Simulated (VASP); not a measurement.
# Tl (P6_3/mmc) in VASP: a series of runs

Tl is run at these levels: PBE, RPBE; tasks: single point.

Everything below comes from runs of VASP 6.6.1. Logs are shortened: lines on timing, memory, paths and dates and some standing lists are left out, and cuts for length are marked.

## (1) The cell of the first run

Symmetry: P6_3/mmc, No. 194, hexagonal system. The conventional cell has a = 3.386 Å, b = 3.386 Å, c = 5.413 Å, α = 90.00°, β = 90.00°, γ = 120.00°. Within 4.4 Å of Tl (site symmetry -6m2) lie 12 Tl at 3.34 to 3.39 Å.

## (2) Single point, PBE (26.87 Å³/atom)

Contents of INCAR:

```
SYSTEM = Tl
PREC = Accurate
ENCUT = 520
EDIFF = 1E-7
ISMEAR = -1
SIGMA = 0.05
LREAL = .FALSE.
LASPH = .TRUE.
NELM = 100
ALGO = Normal
ISIF = 2
LWAVE = .FALSE.
LCHARG = .TRUE.
GGA = PE
LELF = .TRUE.
LVHAR = .TRUE.
NBANDS = 20
```

Contents of KPOINTS:

```
Automatic mesh
0
G
  11 11 6
  0 0 0
```

Contents of POSCAR:

```
Tl
1.0
    3.3860481321      0.0000000000      0.0000000000
   -1.6930240661      2.9324037009      0.0000000000
    0.0000000000      0.0000000000      5.4131726928
Tl
2
Direct
    0.3333333333      0.6666666667      0.2500000000
    0.6666666667      0.3333333333      0.7500000000
```

Potentials or basis: VASP PAW PBE potentials, release 64 (Tl_d).

Started as:

```console
cat potpaw_PBE.64/Tl_d/POTCAR > POTCAR
mpirun -np 1 vasp_std > vasp.out
```

OUTCAR:

```text
SYSTEM = Tl
   PREC = Accurate
   ENCUT = 520
   EDIFF = 1E-7
   ISMEAR = -1
   LREAL = .FALSE.
   LASPH = .TRUE.
   NELM = 100
   ISIF = 2
   GGA = PE

 ion  position               nearest neighbor table
   1  0.333  0.667  0.250-   2 3.34   2 3.34   2 3.34   2 3.34   2 3.34   2 3.34
   2  0.667  0.333  0.750-   1 3.34   1 3.34   1 3.34   1 3.34   1 3.34   1 3.34

  LATTYP: Found a hexagonal cell.
 ALAT       =     3.3860481321
 C/A-ratio  =     1.5986697417

  Lattice vectors:

 A1 = (   3.3860481321,   0.0000000000,   0.0000000000)
 A2 = (  -1.6930240661,   2.9324037009,   0.0000000000)
 A3 = (   0.0000000000,   0.0000000000,   5.4131726928)

Analysis of symmetry for initial positions (statically):
=====================================================================
 Subroutine PRICEL returns:
 Original cell was already a primitive cell.

 Routine SETGRP: Setting up the symmetry group for a
 hexagonal supercell.

 Subroutine GETGRP returns: Found 24 space group operations
 (whereof 12 operations were pure point group operations)
 out of a pool of 24 trial point group operations.

The static configuration has the point symmetry D_3d.
 The point group associated with its full space group is D_6h.

Analysis of symmetry for dynamics (positions and initial velocities):
=====================================================================
 Subroutine PRICEL returns:
 Original cell was already a primitive cell.

 Routine SETGRP: Setting up the symmetry group for a
 hexagonal supercell.

 Subroutine GETGRP returns: Found 24 space group operations
 (whereof 12 operations were pure point group operations)
 out of a pool of 24 trial point group operations.

The dynamic configuration has the point symmetry D_3d.
 The point group associated with its full space group is D_6h.

 Subroutine INISYM returns: Found 24 space group operations
 (whereof 12 operations are pure point group operations),
 and found     1 'primitive' translations

----------------------------------------------------------------------------------------

                                     Primitive cell

  volume of cell :      53.7488

  direct lattice vectors                    reciprocal lattice vectors
     3.386048132  0.000000000  0.000000000     0.295329529  0.170508583  0.000000000
    -1.693024066  2.932403701  0.000000000     0.000000000  0.341017166  0.000000000
     0.000000000  0.000000000  5.413172693     0.000000000  0.000000000  0.184734546

  length of vectors
     3.386048132  3.386048132  5.413172693     0.341017166  0.341017166  0.184734546

  position of ions in fractional coordinates (direct lattice)
     0.333333333  0.666666667  0.250000000
     0.666666667  0.333333333  0.750000000

  ion indices of the primitive-cell ions
   primitive index   ion index
                 1           1
                 2           2

----------------------------------------------------------------------------------------

 KPOINTS: Automatic mesh

Automatic generation of k-mesh.
 Grid dimensions read from file:
 generate k-points for:   11   11    6

 Generating k-lattice:

  Cartesian coordinates                     Fractional coordinates (reciprocal lattice)
     0.026848139  0.015500780  0.000000000     0.090909091  0.000000000  0.000000000
     0.000000000  0.031001561  0.000000000     0.000000000  0.090909091  0.000000000
     0.000000000  0.000000000  0.030789091     0.000000000  0.000000000  0.166666667

  Length of vectors
     0.031001561  0.031001561  0.030789091

  Shift w.r.t. Gamma in fractional coordinates (k-lattice)
     0.000000000  0.000000000  0.000000000

 Subroutine IBZKPT returns following result:
 ===========================================

 Found     64 irreducible k-points:

 Following reciprocal coordinates:
            Coordinates               Weight
  0.000000  0.000000  0.000000      1.000000
  0.090909 -0.000000  0.000000      6.000000
  0.181818  0.000000  0.000000      6.000000
  0.272727  0.000000  0.000000      6.000000
  0.363636 -0.000000  0.000000      6.000000
  0.454545 -0.000000  0.000000      6.000000
[... 16 lines left out ...]
  0.090909  0.090909  0.166667     12.000000
  0.181818  0.090909  0.166667     24.000000
 [... further k-points ...]
   k-points           NKPTS =     64   k-points in BZ     NKDIM =     64   number of bands    NBANDS=     20
   number of dos      NEDOS =    301   number of ions     NIONS =      2
   total plane-waves  NPLWV =  31360
   dimension x,y,z NGX =    28 NGY =   28 NGZ =   40
   dimension x,y,z NGXF=    56 NGYF=   56 NGZF=   80
   ions per type =               2
   NGX,Y,Z   is equivalent  to a cutoff of  13.75, 13.75, 12.28 a.u.
   NGXF,Y,Z  is equivalent  to a cutoff of  27.49, 27.49, 24.57 a.u.
 SYSTEM =  Tl
   PREC   = accura    normal or accurate (medium, high low for compatibility)
   ISTART =      0    job   : 0-new  1-cont  2-samecut
   ICHARG =      2    charge: 1-file 2-atom 10-const
   ISPIN  =      1    spin polarized calculation?
   LNONCOLLINEAR =      F non collinear calculations
   LSORBIT =      F    spin-orbit coupling
   LASPH  =      T    aspherical Exc in radial PAW
   ENCUT  =  520.0 eV  38.22 Ry    6.18 a.u.   6.30  6.30 10.06*2*pi/ulx,y,z
   NELM   =    100;   NELMIN=  2; NELMDL= -5     # of ELM steps
   EDIFF  = 0.1E-06   stopping-criterion for ELM
   LREAL  =      F    real-space projection
   EDIFFG = 0.1E-05   stopping-criterion for IOM
   NSW    =      0    number of steps for IOM
   IBRION =     -1    ionic relax: 0-MD 1-quasi-New 2-CG
   NFREE  =      0    steps in history (QN), initial steepest desc. (CG)
   ISIF   =      2    stress and relaxation
   ISYM   =      2    0-nonsym 1-usesym 2-fastsym
   POTIM  = 0.5000    time-step for ionic-motion
   TEBEG  =    0.0;   TEEND  =   0.0 temperature during run
   PSTRESS=    0.0 pullay stress
   NELECT =      26.0000    total number of electrons
   NUPDOWN=      -1.0000    fix difference up-down
   EMIN   =  10.00;   EMAX   =-10.00  energy-range for DOS
   EFERMI =   0.00;   METHOD = LEGACY
   ISMEAR =    -1;   SIGMA  =   0.05  broadening in eV -4-tet -1-fermi 0-gaus
   EFERMI_NEDOS =   21; number of points for ismear=-14 and -15
   IALGO  =     38    algorithm
   IMIX   =      4    mixing-type and parameters
     AMIX     =   0.40;   BMIX     =  1.00
     AMIX_MAG =   1.60;   BMIX_MAG =  1.00
  volume/ion in A,a.u.               =      26.87       181.36
  Fermi-wavevector in a.u.,A,eV,Ry     =   1.285118  2.428521 22.470408  1.651528
  Thomas-Fermi vector in A             =   2.417271
   LORBIT       =      0    0 simple, 1 ext, 2 COOP (PROOUT), +10 PAW based schemes
   GGA     = PE    functional components
[... 5 lines left out ...]
 non-spin polarized calculation
  energy-cutoff  :      520.00
  volume of cell :       53.75
 maximum number of plane-waves:      1466
 NGX is ok and might be reduce to    28
   NGX = 13   NGY = 13   NGZ = 21

 number of electron      26.0000002 magnetization

 Free energy of the ion-electron system (eV)
  ---------------------------------------------------
  ext. energy  EPLUGINS =         0.00000000
  ---------------------------------------------------
  free energy    TOTEN  =        -4.31196106 eV

  energy without entropy =       -4.30309595  energy(sigma->0) =       -4.30752850

 E-fermi :   7.2271     XC(G=0): -10.5063

 val. band max:        7.1893298144   @ k =   0.3636   0.0909   0.3333
 cond. band min:       7.2401426419   @ k =   0.3636   0.2727   0.3333
 fundamental gap:      0.0508128275
 Fermi energy:         7.2270999951

 k-point     1 :       0.0000    0.0000    0.0000
  band No.  band energies     occupation
      1      -4.7133      2.00000
      2      -4.4202      2.00000
      3      -4.4002      2.00000
      4      -4.4002      2.00000
      5      -4.3363      2.00000
      6      -4.3363      2.00000
[... 12 lines left out ...]
     19      18.4256      0.00000
     20      18.6845      0.00000

 k-point     2 :       0.0909   -0.0000    0.0000
  band No.  band energies     occupation
      1      -4.6798      2.00000
      2      -4.4612      2.00000
      3      -4.3592      2.00000
      4      -4.3539      2.00000
      5      -4.3376      2.00000
      6      -4.2982      2.00000
[... 12 lines left out ...]
     19      18.6702      0.00000
     20      19.1205      0.00000

 k-point     3 :       0.1818    0.0000    0.0000
  band No.  band energies     occupation
      1      -4.6515      2.00000
      2      -4.4732      2.00000
      3      -4.3655      2.00000
      4      -4.3591      2.00000
      5      -4.3269      2.00000
      6      -4.2556      2.00000
[... 12 lines left out ...]
     19      18.1647      0.00000
     20      19.2757      0.00000

 k-point     4 :       0.2727    0.0000    0.0000
  band No.  band energies     occupation
      1      -4.7125      2.00000
      2      -4.4850      2.00000
      3      -4.4717      2.00000
      4      -4.3828      2.00000
      5      -4.3181      2.00000
      6      -4.1334      2.00000
[... 12 lines left out ...]
     19      17.2558      0.00000
     20      18.2891      0.00000

 k-point     5 :       0.3636   -0.0000    0.0000
  band No.  band energies     occupation
      1      -4.7862      2.00000
      2      -4.5841      2.00000
      3      -4.5395      2.00000
      4      -4.4302      2.00000
      5      -4.2385      2.00000
      6      -4.1685      2.00000
[... 12 lines left out ...]
     19      16.4184      0.00000
     20      17.6125      0.00000

 k-point     6 :       0.4545   -0.0000    0.0000
  band No.  band energies     occupation
      1      -4.8309      2.00000
      2      -4.6521      2.00000
      3      -4.5763      2.00000
      4      -4.4570      2.00000
      5      -4.2016      2.00000
      6      -4.1938      2.00000
[... 12 lines left out ...]
     19      15.9520      0.00000
     20      17.2704      0.00000

 k-point     7 :       0.0909    0.0909    0.0000
  band No.  band energies     occupation
      1      -4.6327      2.00000
      2      -4.5022      2.00000
      3      -4.3376      2.00000
      4      -4.3269      2.00000
      5      -4.3208      2.00000
      6      -4.3024      2.00000
[... 12 lines left out ...]
     19      18.0480      0.00000
     20      19.1316      0.00000
[... 277 lines left out ...]
 k-point    20 :       0.2727    0.0000    0.1667
  band No.  band energies     occupation
      1      -4.6968      2.00000
      2      -4.5460      2.00000
      3      -4.4556      2.00000
      4      -4.3606      2.00000
      5      -4.3048      2.00000
      6      -4.1896      2.00000
[... 12 lines left out ...]
     19      16.6301      0.00000
     20      17.7867      0.00000

 k-point    21 :       0.3636   -0.0000    0.1667
  band No.  band energies     occupation
      1      -4.7657      2.00000
      2      -4.6521      2.00000
      3      -4.5022      2.00000
      4      -4.3961      2.00000
      5      -4.2915      2.00000
      6      -4.1796      2.00000
[... 12 lines left out ...]
     19      16.0590      0.00000
     20      17.2297      0.00000

 k-point    22 :       0.4545   -0.0000    0.1667
  band No.  band energies     occupation
      1      -4.8061      2.00000
      2      -4.7185      2.00000
      3      -4.5334      2.00000
      4      -4.4185      2.00000
      5      -4.3263      2.00000
      6      -4.1363      2.00000
[... 12 lines left out ...]
     19      15.8683      0.00000
     20      16.9481      0.00000

 k-point    23 :       0.0909    0.0909    0.1667
  band No.  band energies     occupation
      1      -4.6162      2.00000
      2      -4.4891      2.00000
      3      -4.4075      2.00000
      4      -4.3619      2.00000
      5      -4.3420      2.00000
      6      -4.2777      2.00000
[... 12 lines left out ...]
     19      17.7639      0.00000
     20      18.6792      0.00000

 k-point    24 :       0.1818    0.0909    0.1667
  band No.  band energies     occupation
      1      -4.6246      2.00000
      2      -4.5058      2.00000
      3      -4.4438      2.00000
      4      -4.3675      2.00000
      5      -4.3454      2.00000
      6      -4.1935      2.00000
[... 12 lines left out ...]
     19      17.6910      0.00000
     20      18.5771      0.00000

 [... further k-points ...]

------------------------ aborting loop because EDIFF is reached ----------------------------------------

  FORCE on cell =-STRESS in cart. coord.  units (eV):
  Direction    XX          YY          ZZ          XY          YZ          ZX
  --------------------------------------------------------------------------------------
  -------------------------------------------------------------------------------------
  Total        1.9856226      1.9856226      2.2307233     -0.0000000     -0.0000000     -0.0000000
  in kB       59.1886609     59.1886609     66.4947731     -0.0000000     -0.0000000     -0.0000000
  external PRESSURE =      61.6240317 kB  Pullay stress =       0.0000000 kB

 VOLUME and BASIS-vectors are now :
 -----------------------------------------------------------------------------
  energy-cutoff  :      520.00
  volume of cell :       53.75
      direct lattice vectors                 reciprocal lattice vectors
     3.386048132  0.000000000  0.000000000     0.295329529  0.170508583  0.000000000
    -1.693024066  2.932403701  0.000000000     0.000000000  0.341017166  0.000000000
     0.000000000  0.000000000  5.413172693     0.000000000  0.000000000  0.184734546

 POSITION                                       TOTAL-FORCE (eV/Angst)
 -----------------------------------------------------------------------------------
     -0.00000      1.95494      1.35329         0.000000     -0.000000      0.000000
      1.69302      0.97747      4.05988        -0.000000      0.000000      0.000000
 -----------------------------------------------------------------------------------
    total drift:                               -0.000000      0.000000      0.000000

  FREE ENERGIE OF THE ION-ELECTRON SYSTEM (eV)
  ---------------------------------------------------
  free  energy   TOTEN  =        -4.3119610584 eV

  energy  without entropy=       -4.3030959473  energy(sigma->0) =       -4.30752850
```

Wall time 58 s (1 thread of Intel Xeon Platinum 8259CL at 2.50GHz (Skylake/Cascade Lake), shared host); peak memory 0.21 GiB.

Results:

- Free energy: -4.3120 eV
- Pressure: 6.2 GPa
- Band gap on the k mesh: zero (bands 13 and 14 overlap by 6.10 eV)

Caveat: the cell stands under pressure; spin-orbit coupling is left out, which moves the levels of the heavy elements.

(Continued in part 2 of 2.)
